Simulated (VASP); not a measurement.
**CdS: single point with LDA**

Crystal: CdS.

```
Cd S
1.0
     4.26117    0.00000    0.00000
    -2.13058    3.69028    0.00000
     0.00000    0.00000    5.80417
Cd S
1 1
Direct
  0.00000 0.00000 0.44269
  0.66667 0.33333 0.43431
```

```
Program             : VASP 6.6.1
Task                : single point
Functional          : LDA
Potentials or basis : VASP PAW LDA potentials, release 64 (Cd, S)
Cutoff              : 500 eV
k mesh              : 5 × 5 × 3
Occupations         : fermi-dirac, width 0.02 eV
Spin                : no spin polarisation
```

```json
{
  "Pressure": "-2.3 GPa",
  "Largest force": "0.023 eV/Å",
  "Band gap on the k mesh": "1.28 eV, indirect (the least direct gap lies 3.2 meV higher)"
}
```

Forces in eV/Å, atoms in the order of the input:
```
Cd   0.000  0.000 -0.023
S    0.000  0.000  0.023
```

Stress tensor (GPa, compression positive):
```
-3.34  0.00  0.00
 0.00 -3.34  0.00
 0.00  0.00 -0.11
```

Levels at points of the mesh, in eV from the valence-band top:
```tsv
k point	band 6	band 7	band 8	band 9	band 10	band 11	band 12	band 13
(0.00, 0.00, 0.00)	-6.93	-1.04	0.00	0.00	1.28	5.49	6.78	6.78
```

Run time: 8.7 s on 1 thread of AMD EPYC 9R45 96-Core Processor (Zen 5), with other jobs on the host, peak memory 0.14 GiB.

A k mesh can miss the band edges.
